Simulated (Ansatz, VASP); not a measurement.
**TaH4: VASP beside Ansatz**

```
Ta H
1.0
    -3.42485    0.00000    0.00000
    -1.71243   -2.90870    3.27824
    -1.71243    2.90870    3.27824
Ta H
2 8
Direct
  0.24438 0.75562 0.75562
  0.75562 0.24438 0.24438
  0.00000 0.83607 0.16393
  0.00000 0.16393 0.83607
  0.29947 0.03251 0.36855
  0.29947 0.36855 0.03251
  0.70053 0.96749 0.63145
  0.70053 0.63145 0.96749
  0.75749 0.50000 0.50000
  0.24251 0.50000 0.50000
```

Alike in both runs: task single point; functional PBE; k mesh 8 × 8 × 8; occupations gaussian, width 0.2 eV; no spin polarisation.

|  | VASP | Ansatz |
| --- | --- | --- |
| version | VASP 6.6.1 | Ansatz 0.2.0 |
| potentials or method | VASP PAW PBE potentials, release 64 (Ta_pv, H), cutoff 520 eV | scalar-relativistic, plane waves, PAW |
| valence electrons in the cell | 30 | 34 |

VASP gave:

| Property | Result |
| --- | --- |
| gap on the k mesh at the Fermi level (eV) | none |
| pressure (GPa) | 0.0 |
| traceless stress, the component that is largest in VASP (GPa) | -0.30 |
| rms of the force components (eV/Å) | 0.011 |

Which values does Ansatz return?

gap on the k mesh at the Fermi level (eV): none; pressure (GPa): 0.0; traceless stress, the component that is largest in VASP (GPa): -0.31; rms of the force components (eV/Å): 0.009.

Atom by atom the forces differ by 0.004 eV/Å (rms over components). A gap of «none» marks a metal or a gap that the smearing closes. VASP's potentials hold 30 valence electrons a cell and Ansatz's 34, so a difference there can come from the potentials and not from the codes.

Neither program's run includes spin-orbit coupling.
